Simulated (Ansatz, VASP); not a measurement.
**Nb: VASP beside Ansatz**

File INCAR:

```
SYSTEM = Nb
AGGAC = 1.0
AGGAX = 1.0
ALDAC = 0.0
ALDAX = 1.0
ALGO = Normal
EDIFF = 1E-6
ENCUT = 520
GGA = B5
ISIF = 2
ISMEAR = -1
LASPH = .True.
LCHARG = .False.
LREAL = .False.
LWAVE = .False.
NBANDS = 12
NELM = 100
PREC = Accurate
SIGMA = 0.1
```

File KPOINTS:

```
k-points
0
Gamma
  13 13 13
  0 0 0
```

POSCAR

```
Nb
1.0
    2.8336562376      0.0000000000      0.0000000000
    0.0000000000      2.8336562376      0.0000000000
    0.0000000000      0.0000000000      2.8336562376
Nb
1
Direct
    0.0000000000      0.0000000000      0.0000000000
```

Input for Ansatz:

```yaml
crystal:
  lattice:
    - [2.8336562376, 0.0, 0.0]
    - [0.0, 2.8336562376, 0.0]
    - [0.0, 0.0, 2.8336562376]
  atoms:
    - { symbol: Nb, position: [0.0, 0.0, 0.0] }
hamiltonian:
  xc: blyp
  pseudopotentials:
    kind: paw
    azcp:
      Nb: "pseudopotentials/Nb.paw.azcp"
basis:
  ecutwfc: 420
  fft_grid_basis: typed
kpoints:
  mp_grid: { grid: [13, 13, 13], shift: [0, 0, 0] }
magnetization:
  spin_polarized: false
scf:
  occupations: { method: fermi_dirac, width: 0.1 }
  lower_state_search: "off"
output:
  stress: true
```

Alike in both runs: task single point; functional BLYP; k mesh 13 × 13 × 13; occupations fermi-dirac, width 0.1 eV; no spin polarisation.

```csv
,VASP,Ansatz
version,VASP 6.6.1,Ansatz 0.2.0
potentials or method,"VASP PAW PBE potentials, release 64 (Nb_sv), cutoff 520 eV","plane waves (420 eV) with PAW, scalar-relativistic"
valence electrons in the cell,13,13
```

Ansatz gave:

| Quantity | Value |
| --- | --- |
| pressure (GPa) | -7.9 |

**Question.** Estimate VASP's values.

**Answer.** Pressure (GPa): -8.0.

VASP's potentials were made for PBE, not for BLYP. With one functional, cell and mesh, what is left measures potentials, basis and numerics.
